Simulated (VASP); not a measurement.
# BN (F-43m) in VASP: a series of runs, part 2 of 3

VASP 6.6.1. Earlier steps stand in the parts before.

### 4 Vibrations by perturbation theory, LDA

This run uses another cell than the first one, of 5.75 Å³/atom, 1.015 times its volume.

INCAR

```
SYSTEM = BN
ALGO = Normal
EDIFF = 1E-8
ENCUT = 520
GGA = CA
IBRION = 8
ISIF = 2
ISMEAR = 0
LASPH = .TRUE.
LCHARG = .FALSE.
LEPSILON = .TRUE.
LREAL = .FALSE.
LWAVE = .FALSE.
NELM = 60
NSW = 1
PREC = Accurate
SIGMA = 0.01
```

KPOINTS

```
k-points
0
G
  12 12 12
  0 0 0
```

POSCAR

```
BN
1.0
    0.0000000000      1.7917561120      1.7917561120
    1.7917561120      0.0000000000      1.7917561120
    1.7917561120      1.7917561120      0.0000000000
B N
1 1
Direct
    0.0000000000      0.0000000000      0.0000000000
    0.7500000000      0.7500000000      0.7500000000
```

Potentials or basis: VASP PAW LDA potentials, release 64 (B, N).

The run is started by

```bash
$ cat potpaw_LDA.64/B/POTCAR potpaw_LDA.64/N/POTCAR > POTCAR
$ mpirun -np 1 vasp_std > vasp.out
```

OUTCAR:

```text
SYSTEM = BN
   EDIFF = 1E-8
   ENCUT = 520
   GGA = CA
   IBRION = 8
   ISIF = 2
   ISMEAR = 0
   LASPH = .TRUE.
   LEPSILON = .TRUE.
   LREAL = .FALSE.
   NELM = 60
   NSW = 1
   PREC = Accurate

 ion  position               nearest neighbor table
   1  0.000  0.000  0.000-   2 1.55   2 1.55   2 1.55   2 1.55
   2  0.750  0.750  0.750-   1 1.55   1 1.55   1 1.55   1 1.55

  LATTYP: Found a face centered cubic cell.
 ALAT       =     3.5835122240

  Lattice vectors:

 A1 = (   0.0000000000,   1.7917561120,   1.7917561120)
 A2 = (   1.7917561120,   0.0000000000,   1.7917561120)
 A3 = (   1.7917561120,   1.7917561120,   0.0000000000)

Analysis of symmetry for initial positions (statically):
[... 566 lines left out ...]
  z     0.00000     0.00000     0.00000     2.76008     0.00000     0.00000

 SECOND DERIVATIVES (NOT SYMMETRIZED)
 ------------------------------------
               1X          1Y          1Z          2X          2Y          2Z
  1X   -25.547747    0.000000    0.000000   25.547747    0.000000    0.000000
  1Y     0.000000  -25.547747    0.000000    0.000000   25.547747    0.000000
  1Z     0.000000    0.000000  -25.547747    0.000000    0.000000   25.547747
  2X    25.536231    0.000000    0.000000  -25.536231    0.000000    0.000000
  2Y     0.000000   25.536231    0.000000    0.000000  -25.536231    0.000000
  2Z     0.000000    0.000000   25.536231    0.000000    0.000000  -25.536231

 Eigenvectors and eigenvalues of the dynamical matrix
 ----------------------------------------------------

   1 f  =   31.989158 THz   200.993804 2PiTHz 1067.043438 cm-1   132.296466 meV
             X         Y         Z           dx          dy          dz
      0.000000  0.000000  0.000000     0.751262   -0.000000    0.000000
      2.687634  2.687634  2.687634    -0.660004    0.000000    0.000000
[... 21 lines left out ...]
   6 f/i=    0.003576 THz     0.022466 2PiTHz    0.119271 cm-1     0.014788 meV
             X         Y         Z           dx          dy          dz
      0.000000  0.000000  0.000000    -0.346440    0.561769    0.000000
      2.687634  2.687634  2.687634    -0.394342    0.639444    0.000000

--------------------------------------------------------------------------------------------------------

 MACROSCOPIC STATIC DIELECTRIC TENSOR IONIC CONTRIBUTION
 ------------------------------------------------------
           2.162883    -0.000000     0.000000
          -0.000000     2.162883     0.000000
           0.000000     0.000000     2.162883
 ------------------------------------------------------

 ELASTIC MODULI CONTR FROM IONIC RELAXATION (kBar)
 Direction    XX          YY          ZZ          XY          YZ          ZX
 --------------------------------------------------------------------------------
 XX          -0.0000     -0.0000     -0.0000      0.0000      0.0000      0.0000
 YY          -0.0000     -0.0000     -0.0000      0.0000      0.0000     -0.0000
 ZZ          -0.0000     -0.0000     -0.0000      0.0000      0.0000      0.0000
 XY           0.0000      0.0000      0.0000    -39.0487      0.0000     -0.0000
 YZ           0.0000      0.0000      0.0000      0.0000    -39.0487      0.0000
 ZX           0.0000     -0.0000      0.0000     -0.0000      0.0000    -39.0487
 --------------------------------------------------------------------------------

 PIEZOELECTRIC TENSOR IONIC CONTR  for field in x, y, z        (C/m^2)
          XX          YY          ZZ          XY          YZ          ZX
  --------------------------------------------------------------------------------
  x     0.00000     0.00000     0.00000     0.00000    -0.27346     0.00000
  y     0.00000    -0.00000     0.00000    -0.00000     0.00000    -0.27346
  z     0.00000     0.00000     0.00000    -0.27346    -0.00000    -0.00000
```

stdout:

```text
POSCAR found type information on POSCAR B N
 POSCAR found :  2 types and       2 ions
 scaLAPACK will be used
 LDA part: xc-table for (Slater(with rela. corr.)+CA(PZ))
 , standard interpolation
 POSCAR, INCAR and KPOINTS ok, starting setup
 FFT: planning ... GRIDC
 FFT: planning ... GRID_SOFT
 FFT: planning ... GRID
[... 24 lines left out ...]
 Linear response to external field, progress :
  Direction:   3
 dielectric tensor                  component  3 :     0.394     0.660     4.566
 Linear response DOF=           2
 Linear response progress:
 first order change of Fermi-energy   0.46631E-04
 force on displaced ion       1 direction 1 : -25.548   0.000   0.000
 Born effective charge ion    1 direction 1 :   1.874   0.000   0.000
 Linear response progress:
 first order change of Fermi-energy   0.20906E-03
 force on displaced ion       2 direction 1 : -25.536   0.000   0.000
 Born effective charge ion    2 direction 1 :  -1.874   0.000   0.000
 Born effective charges drift removed
 Linear response finished
```

Run time: 2.1 min. Hardware: 1 thread of Intel Xeon 6975P-C, shared host; peak memory 0.18 GiB.

What came out:

* Electronic dielectric tensor (diagonal): 4.57
* Born charges (mean of the diagonal): B +1.87; N -1.87 e
* Highest phonon frequency at Γ, LO-TO splitting left out: 1067 cm⁻¹

Phonon frequencies in cm⁻¹ (negative: imaginary):
```
              q point           frequencies
(0.000, 0.000, 0.000)  0 0 0 1067 1067 1067
```

Electronic dielectric tensor:
```
4.57 0.00 0.00
0.00 4.57 0.00
0.00 0.00 4.57
```

Born effective charge tensors (e):
atom 1, B
```
1.87 0.00 0.00
0.00 1.87 0.00
0.00 0.00 1.87
```
atom 2, N
```
-1.87  0.00  0.00
 0.00 -1.87  0.00
 0.00  0.00 -1.87
```

### 5 Vibrations by perturbation theory, LDA

This run uses another cell than the first one, of 5.58 Å³/atom, 0.984 times its volume.

INCAR

```
SYSTEM = BN
ALGO     = Normal         ! electronic algorithm
EDIFF    = 1E-8           ! SCF threshold, eV
ENCUT    = 520            ! plane-wave cutoff, eV
GGA      = CA             ! functional
IBRION   = 8              ! ionic algorithm
ISIF     = 2              ! what is computed and relaxed
ISMEAR   = 0              ! smearing method
LASPH    = .True.         ! aspherical terms in the spheres
LCHARG   = .True.         ! write CHGCAR
LEPSILON = .True.         ! dielectric tensor by DFPT
LREAL    = .False.        ! projectors in reciprocal space
LWAVE    = .False.        ! write WAVECAR
NBANDS   = 11             ! bands
NELM     = 100            ! most SCF steps
NSW      = 1              ! ionic steps
PREC     = Accurate       ! precision mode
SIGMA    = 0.01           ! smearing width, eV
```

KPOINTS

```
k-points
0
Gamma
  12 12 12
  0 0 0
```

POSCAR

```
BN
1.0
    0.0000000000      1.7734356659      1.7734356659
    1.7734356659      0.0000000000      1.7734356659
    1.7734356659      1.7734356659      0.0000000000
B N
1 1
Direct
    0.0000000000      0.0000000000      0.0000000000
    0.7500000000      0.7500000000      0.7500000000
```

Potentials or basis: VASP PAW LDA potentials, release 64 (B, N).

The run is started by

```bash
$ cat potpaw_LDA.64/B/POTCAR potpaw_LDA.64/N/POTCAR > POTCAR
$ mpirun -np 1 vasp_std > vasp.out
```

OUTCAR:

```text
SYSTEM = BN
   EDIFF = 1E-8
   ENCUT = 520
   GGA = CA
   IBRION = 8
   ISIF = 2
   ISMEAR = 0
   LASPH = .True.
   LEPSILON = .True.
   LREAL = .False.
   NELM = 100
   NSW = 1
   PREC = Accurate

 ion  position               nearest neighbor table
   1  0.000  0.000  0.000-   2 1.54   2 1.54   2 1.54   2 1.54
   2  0.750  0.750  0.750-   1 1.54   1 1.54   1 1.54   1 1.54
[... 666 lines left out ...]
      0.000000  0.000000  0.000000     0.000000    0.751209    0.000000
      2.660153  2.660153  2.660153    -0.000000   -0.660064    0.000000
[... 21 lines left out ...]
   6 f/i=    0.001080 THz     0.006784 2PiTHz    0.036017 cm-1     0.004465 meV
             X         Y         Z           dx          dy          dz
      0.000000  0.000000  0.000000     0.610115   -0.251882    0.000000
      2.660153  2.660153  2.660153     0.694363   -0.286663    0.000000

--------------------------------------------------------------------------------------------------------

 MACROSCOPIC STATIC DIELECTRIC TENSOR IONIC CONTRIBUTION
 ------------------------------------------------------
           2.036631    -0.000000    -0.000000
          -0.000000     2.036631    -0.000000
          -0.000000    -0.000000     2.036631
 ------------------------------------------------------

 ELASTIC MODULI CONTR FROM IONIC RELAXATION (kBar)
 Direction    XX          YY          ZZ          XY          YZ          ZX
 --------------------------------------------------------------------------------
 XX          -0.0000     -0.0000      0.0000      0.0000     -0.0000     -0.0000
 YY          -0.0000     -0.0000     -0.0000      0.0000      0.0000     -0.0000
 ZZ           0.0000     -0.0000     -0.0000     -0.0000      0.0000     -0.0000
 XY           0.0000      0.0000     -0.0000    -96.2761      0.0000      0.0000
 YZ          -0.0000      0.0000      0.0000      0.0000    -96.2761      0.0000
 ZX          -0.0000     -0.0000     -0.0000      0.0000      0.0000    -96.2761
 --------------------------------------------------------------------------------

 PIEZOELECTRIC TENSOR IONIC CONTR  for field in x, y, z        (C/m^2)
          XX          YY          ZZ          XY          YZ          ZX
  --------------------------------------------------------------------------------
  x    -0.00000     0.00000     0.00000     0.00000    -0.41667     0.00000
  y    -0.00000    -0.00000    -0.00000     0.00000    -0.00000    -0.41667
  z     0.00000     0.00000    -0.00000    -0.41667     0.00000     0.00000
```

stdout:

```text
POSCAR found type information on POSCAR B N
 POSCAR found :  2 types and       2 ions
 scaLAPACK will be used
 LDA part: xc-table for (Slater(with rela. corr.)+CA(PZ))
 , standard interpolation
 POSCAR, INCAR and KPOINTS ok, starting setup
 FFT: planning ... GRIDC
 FFT: planning ... GRID_SOFT
 FFT: planning ... GRID
[... 24 lines left out ...]
 Linear response to external field, progress :
  Direction:   3
 dielectric tensor                  component  3 :     0.390     0.655     4.540
 Linear response DOF=           2
 Linear response progress:
 first order change of Fermi-energy   0.72937E+00
 force on displaced ion       1 direction 1 : -27.536   0.000   0.000
 Born effective charge ion    1 direction 1 :   1.859   0.000   0.000
 Linear response progress:
 first order change of Fermi-energy  -0.72920E+00
 force on displaced ion       2 direction 1 : -27.533   0.000   0.000
 Born effective charge ion    2 direction 1 :  -1.859   0.000   0.000
 Born effective charges drift removed
 Linear response finished
```

It took 5.9 min on 1 thread of Intel Xeon 8259CL, shared host; peak memory 0.16 GiB.

Results:

- Electronic dielectric tensor (diagonal): 4.54
- Born charges (mean of the diagonal): B +1.86; N -1.86 e
- Highest phonon frequency at Γ, LO-TO splitting left out: 1108 cm⁻¹

Phonon frequencies in cm⁻¹ (negative: imaginary):
```csv
q point,frequencies
"(0.000, 0.000, 0.000)",0 0 0 1108 1108 1108
```

Electronic dielectric tensor:
```
4.54 0.00 0.00
0.00 4.54 0.00
0.00 0.00 4.54
```

Born effective charge tensors (e):
atom 1, B
```
1.86 0.00 0.00
0.00 1.86 0.00
0.00 0.00 1.86
```
atom 2, N
```
-1.86  0.00  0.00
 0.00 -1.86  0.00
 0.00  0.00 -1.86
```

Caveat: the cell wasn't relaxed at this level first, which shifts response properties.

(Part 2 of 3 ends here.)
